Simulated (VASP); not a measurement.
# SiBN2: single point with PBE

The system is SiBN2.

```xyz
4
Lattice="3.4724 0.0000 0.0000 -1.7362 3.0072 0.0000 0.0000 0.0000 3.9549" Properties=species:S:1:pos:R:3 pbc="T T T"
Si    0.0000    0.0000    0.0000
B     0.0000    0.0000    1.9775
N     0.0000    2.0048    1.9775
N     1.7362    1.0024    1.9775
```

The cell was generated, and may not be a known phase.

| Property | Result |
| --- | --- |
| Program | VASP 6.6.1 |
| Task | single point |
| Functional | PBE |
| Potentials or basis | VASP PAW PBE potentials, release 64 (Si, B, N) |
| Cutoff | 600 eV |
| k mesh | 6 × 6 × 6 |
| Occupations | gaussian, width 0.2 eV |
| Spin | no spin polarisation |

```yaml
Pressure: -0.1 GPa
Band_gap_on_the_k_mesh: zero (an odd number of electrons rules out a gap without spin polarisation)
```

Stress tensor (GPa, compression positive):
```
-0.14  0.00  0.00
 0.00 -0.14  0.00
 0.00  0.00  0.10
```

Levels at points of the mesh, in eV from the Fermi level:
```tsv
k point	band 6	band 7	band 8	band 9	band 10	band 11	band 12	band 13
(0.00, 0.00, 0.00)	-4.85	-3.46	-3.46	-0.14	0.78	0.79	5.17	5.17
(0.50, 0.00, 0.00)	-3.17	-2.49	-1.20	-0.23	1.31	2.48	3.15	3.62
(0.00, 0.00, 0.50)	-3.28	-3.15	-3.15	-0.70	0.48	2.75	3.60	3.60
(0.50, 0.00, 0.50)	-5.47	-1.11	1.15	1.32	1.84	2.52	2.74	4.77
```

Run time: 23 s on 1 thread of Intel Xeon 8259CL, with other jobs on the host, peak memory 0.17 GiB.
